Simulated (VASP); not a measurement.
# Si (Im-3m) in VASP: notebook, part 2 of 2

VASP 6.6.1. Earlier steps stand in the parts before.

## (3) Single point, r2SCAN

This run uses another cell than the first one, of 14.12 Å³/atom, 1.042 times its volume.

File POSCAR:

```
Si
1.0
   -1.5226320307      1.5226320307      1.5226320307
    1.5226320307     -1.5226320307      1.5226320307
    1.5226320307      1.5226320307     -1.5226320307
Si
1
Direct
    0.0000000000      0.0000000000      0.0000000000
```

File INCAR.step1:

```
SYSTEM = Si
  ALGO = Normal
  EDIFF = 1E-4
  ENCUT = 520
  GGA = PE
  ISMEAR = -1
  LASPH = .True.
  LCHARG = .False.
  LREAL = .False.
  LWAVE = .True.
  NBANDS = 8
  NELM = 80
  PREC = Accurate
  SIGMA = 0.1
```

File INCAR.step2:

```
SYSTEM = Si
  ALGO = Normal
  EDIFF = 1E-7
  ENCUT = 520
  ISIF = 2
  ISMEAR = -1
  ISTART = 1
  LASPH = .True.
  LCHARG = .False.
  LMIXTAU = .True.
  LREAL = .False.
  LWAVE = .False.
  METAGGA = R2SCAN
  NBANDS = 8
  NELM = 80
  PREC = Accurate
  SIGMA = 0.1
```

File KPOINTS:

```
k-points
0
Gamma
  16 16 16
  0 0 0
```

Potentials or basis: VASP PAW PBE potentials, release 64 (Si).

Started as:

```
$ cat potpaw_PBE.64/Si/POTCAR > POTCAR
$ cp INCAR.step1 INCAR
$ mpirun -np 1 vasp_std > vasp.out
$ cp INCAR.step2 INCAR
$ mpirun -np 1 vasp_std > vasp.out
```

OUTCAR:

```text
SYSTEM = Si
   EDIFF = 1E-7
   ENCUT = 520
   ISIF = 2
   ISMEAR = -1
   ISTART = 1
   LASPH = .True.
   LREAL = .False.
   METAGGA = R2SCAN
   NELM = 80
   PREC = Accurate

 ion  position               nearest neighbor table
   1  0.000  0.000  0.000-

  LATTYP: Found a body centered cubic cell.
 ALAT       =     3.0452640614

  Lattice vectors:

 A1 = (  -1.5226320307,   1.5226320307,   1.5226320307)
 A2 = (   1.5226320307,  -1.5226320307,   1.5226320307)
 A3 = (   1.5226320307,   1.5226320307,  -1.5226320307)

Analysis of symmetry for initial positions (statically):
=====================================================================
 Subroutine PRICEL returns:
 Original cell was already a primitive cell.

 Routine SETGRP: Setting up the symmetry group for a
 body centered cubic supercell.

 Subroutine GETGRP returns: Found 48 space group operations
 (whereof 48 operations were pure point group operations)
 out of a pool of 48 trial point group operations.

The static configuration has the point symmetry O_h .

Analysis of symmetry for dynamics (positions and initial velocities):
[... 151 lines left out ...]
  ---------------------------------------------------
  free energy    TOTEN  =        -8.03553812 eV

  energy without entropy =       -8.01867066  energy(sigma->0) =       -8.02710439

 E-fermi :  10.3884     XC(G=0): -12.1097

 val. band max:       10.3698547084   @ k =  -0.4375   0.5000   0.2500
 cond. band min:      10.3961408353   @ k =   0.2500   0.0625   0.0625
 fundamental gap:      0.0262861268
 Fermi energy:        10.3883769879

 k-point     1 :       0.0000    0.0000    0.0000
  band No.  band energies     occupation
      1      -5.0774      2.00000
      2      23.1576      0.00000
      3      23.1577      0.00000
      4      23.1577      0.00000
      5      23.8724      0.00000
      6      23.8724      0.00000
      7      23.8724      0.00000
      8      27.9236      0.00000
[... 243 lines left out ...]
 k-point    24 :       0.2500    0.1875    0.0000
  band No.  band energies     occupation
      1      -0.3000      2.00000
      2       9.6646      1.99856
      3      11.5744      0.00001
      4      17.1642      0.00000
      5      23.4214      0.00000
      6      25.0442      0.00000
      7      29.1497      0.00000
      8      31.4371      0.00000

 [... further k-points ...]
[... 5 lines left out ...]
  --------------------------------------------------------------------------------------
  -------------------------------------------------------------------------------------
  Total        0.0179744      0.0179744      0.0179744      0.0000000     -0.0000000      0.0000000
  in kB        2.0394867      2.0394867      2.0394867      0.0000000     -0.0000000      0.0000000
  external PRESSURE =       2.0394867 kB  Pullay stress =       0.0000000 kB

 VOLUME and BASIS-vectors are now :
 -----------------------------------------------------------------------------
  energy-cutoff  :      520.00
  volume of cell :       14.12
      direct lattice vectors                 reciprocal lattice vectors
    -1.522632031  1.522632031  1.522632031     0.000000000  0.328378748  0.328378748
     1.522632031 -1.522632031  1.522632031     0.328378748  0.000000000  0.328378748
     1.522632031  1.522632031 -1.522632031     0.328378748  0.328378748  0.000000000

 POSITION                                       TOTAL-FORCE (eV/Angst)
 -----------------------------------------------------------------------------------
      0.00000      0.00000      0.00000         0.000000      0.000000     -0.000000
 -----------------------------------------------------------------------------------
    total drift:                                0.000000     -0.000000     -0.000000

  FREE ENERGIE OF THE ION-ELECTRON SYSTEM (eV)
  ---------------------------------------------------
  free  energy   TOTEN  =        -8.0355381164 eV

  energy  without entropy=       -8.0186706604  energy(sigma->0) =       -8.02710439
```

OUTCAR.step1:

```text
SYSTEM = Si
   EDIFF = 1E-4
   ENCUT = 520
   GGA = PE
   ISMEAR = -1
   LASPH = .True.
   LREAL = .False.
[... 479 lines left out ...]
 -----------------------------------------------------------------------------------
      0.00000      0.00000      0.00000        -0.000000      0.000000      0.000000
 -----------------------------------------------------------------------------------
    total drift:                                0.000000      0.000000     -0.000000

  FREE ENERGIE OF THE ION-ELECTRON SYSTEM (eV)
  ---------------------------------------------------
  free  energy   TOTEN  =        -4.9029780152 eV

  energy  without entropy=       -4.8856077515  energy(sigma->0) =       -4.89429288
```

Wall time 77 s (1 thread of Intel Xeon 8259CL, shared host); peak memory 0.13 GiB.

Results:

| Quantity | Value |
| --- | --- |
| Free energy | -8.0355 eV |
| Pressure | 0.2 GPa |
| Band gap on the k mesh | zero (band 2 reaches 23.16 eV, above the bottom of band 3 at 5.89 eV) |

Levels at points of the mesh, in eV from the Fermi level:
| k point | band 1 | band 2 | band 3 | band 4 | band 5 | band 6 |
| --- | --- | --- | --- | --- | --- | --- |
| (0.00, 0.00, 0.00) | -15.47 | 12.77 | 12.77 | 12.77 | 13.48 | 13.48 |
| (0.50, 0.00, 0.00) | -7.31 | -7.22 | 6.13 | 8.05 | 8.94 | 10.82 |
| (0.50, 0.50, 0.50) | -0.54 | -0.54 | -0.54 | 2.00 | 2.28 | 2.28 |

Caveat: the PAW data sets were made with another functional, which shifts forces and pressure a little.

## (4) Single point, r2SCAN (volume scaled by 1.04)

File POSCAR:

```
Si
1.0
   -1.5426689605      1.5426689605      1.5426689605
    1.5426689605     -1.5426689605      1.5426689605
    1.5426689605      1.5426689605     -1.5426689605
Si
1
Direct
    0.0000000000      0.0000000000      0.0000000000
```

File INCAR.step1:

```
SYSTEM = Si
PREC     = Accurate       ! precision mode
ENCUT    = 520            ! plane-wave cutoff, eV
ISMEAR   = -1             ! smearing method
SIGMA    = 0.1            ! smearing width, eV
LREAL    = .FALSE.        ! projectors in reciprocal space
LASPH    = .TRUE.         ! aspherical terms in the spheres
NELM     = 100            ! most SCF steps
NBANDS   = 8              ! bands
GGA      = PE             ! functional
ALGO     = Normal         ! electronic algorithm
EDIFF    = 1E-4           ! SCF threshold, eV
LWAVE    = .TRUE.         ! write WAVECAR
LCHARG   = .FALSE.        ! write CHGCAR
```

File INCAR.step2:

```
SYSTEM = Si
PREC     = Accurate       ! precision mode
ENCUT    = 520            ! plane-wave cutoff, eV
EDIFF    = 1E-6           ! SCF threshold, eV
ISMEAR   = -1             ! smearing method
SIGMA    = 0.1            ! smearing width, eV
LREAL    = .FALSE.        ! projectors in reciprocal space
LASPH    = .TRUE.         ! aspherical terms in the spheres
NELM     = 100            ! most SCF steps
ALGO     = Normal         ! electronic algorithm
ISIF     = 2              ! what is computed and relaxed
LWAVE    = .FALSE.        ! write WAVECAR
LCHARG   = .TRUE.         ! write CHGCAR
METAGGA  = R2SCAN         ! meta-GGA
LMIXTAU  = .TRUE.       
LELF     = .TRUE.         ! ELF
LVHAR    = .TRUE.       
NBANDS   = 8              ! bands
ISTART   = 1
```

File KPOINTS:

```
Automatic mesh
0
G
  16 16 16
  0 0 0
```

Started as:

```
$ cat potpaw_PBE.64/Si/POTCAR > POTCAR
$ cp INCAR.step1 INCAR
$ mpirun -np 1 vasp_std > vasp.out
$ cp INCAR.step2 INCAR
$ mpirun -np 1 vasp_std > vasp.out
```

It took 69 s on 1 thread of Intel Xeon 8259CL, shared host; peak memory 0.13 GiB.

It converged, with:

| Property | Result |
| --- | --- |
| Free energy | -8.0302 eV |
| Pressure | -3.1 GPa |
| Band gap on the k mesh | zero (band 2 reaches 22.07 eV, above the bottom of band 3 at 5.57 eV) |

Levels at points of the mesh, in eV from the Fermi level:
```csv
k point,band 1,band 2,band 3,band 4,band 5,band 6
"(0.00, 0.00, 0.00)",-15.08,12.21,12.21,12.21,13.30,13.30
"(0.50, 0.00, 0.00)",-7.21,-6.96,5.87,8.04,8.67,10.55
"(0.50, 0.50, 0.50)",-0.53,-0.53,-0.53,1.54,2.45,2.45
```

Caveat: the cell differs from its parent crystal (volume scaled by 1.04); the PAW data sets were made with another functional, which shifts forces and pressure a little.

## (5) The runs side by side

```csv
cell,gap on the mesh (eV),pressure (GPa)
"a = 2.602 Å, angles 109.5°, 1 atom",none,4.5
"a = 2.637 Å, angles 109.5°, 1 atom",none,0.2
"a = 2.672 Å, angles 109.5°, 1 atom",none,-3.1
```

Alike in all rows: task single point; level r2SCAN; potentials or basis VASP PAW PBE potentials, release 64 (Si); no spin polarisation; k mesh 16 × 16 × 16; cutoff (eV) 520; smearing fermi-dirac 0.1 eV.

Caveats: the PAW data sets were made with another functional, which shifts forces and pressure a little.

Absolute energies hang on the potentials; compare differences alone.
